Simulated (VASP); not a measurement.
Here is a VASP 6.6.1 calculation.

File INCAR:

```
  PREC = Accurate
  ENCUT = 520
  EDIFF = 1E-8
  ISMEAR = -1
  SIGMA = 0.01
  LREAL = False
  LASPH = True
  NELM = 60
  ALGO = Normal
  ISIF = 2
  LWAVE = False
  LCHARG = False
  GGA = PS
  LEFG = True
  NBANDS = 16
```

Contents of KPOINTS:

```
regular mesh
0
Gamma
  8 8 8
```

The input POSCAR:

```
ZnS
1.0
    0.0000000000      2.6956042803      2.6956042803
    2.6956042803      0.0000000000      2.6956042803
    2.6956042803      2.6956042803      0.0000000000
Zn S
1 1
Direct
    0.0000000000      0.0000000000      0.0000000000
    0.7500000000      0.7500000000      0.7500000000
```

Potentials or basis: VASP PAW PBE potentials, release 64 (Zn, S).

Run with:

```sh
$ cat potpaw_PBE.64/Zn/POTCAR potpaw_PBE.64/S/POTCAR > POTCAR
$ mpirun -np 1 vasp_std > vasp.out
```

Task: Predict the pressure.

Result: -1.3 GPa.

Task: What does it give for the band gap on the k mesh?

Result: 2.01 eV, direct.

Caveat: without QUAD_EFG the Cq values of the log hold for a quadrupole moment of 1 mb, not for the nuclei; the PAW data sets were made with another functional, which shifts forces and pressure a little.
